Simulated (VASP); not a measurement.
Input of a VASP 6.6.1 run:

INCAR

```
PREC     = Accurate       # precision mode
ENCUT    = 750            # plane-wave cutoff, eV
EDIFF    = 1E-6           # SCF threshold, eV
ISMEAR   = -1             # smearing method
SIGMA    = 0.08           # smearing width, eV
LREAL    = F              # projectors in reciprocal space
LASPH    = T              # aspherical terms in the spheres
NELM     = 120            # most SCF steps
ALGO     = Normal         # electronic algorithm
ISIF     = 2              # what is computed and relaxed
LWAVE    = F              # write WAVECAR
LCHARG   = F              # write CHGCAR
GGA      = PS             # functional
NBANDS   = 8              # bands
GGA_COMPAT= F
```

KPOINTS

```
regular mesh
0
Gamma
  13 13 13
```

Contents of POSCAR:

```
Li
1.0
    0.0000000000      2.2093156684      2.2093156684
    2.2093156684      0.0000000000      2.2093156684
    2.2093156684      2.2093156684      0.0000000000
Li
1
Direct
    0.0000000000      0.0000000000      0.0000000000
```

Potentials or basis: VASP PAW PBE potentials, release 64 (Li_sv).

Run with:

```sh
$ cat potpaw_PBE.64/Li_sv/POTCAR > POTCAR
$ mpirun -np 1 vasp_std > vasp.out
```

Problem. Predict the pressure.

Solution. -0.9 GPa.

Caveat: the PAW data sets were made with another functional, which shifts forces and pressure a little.
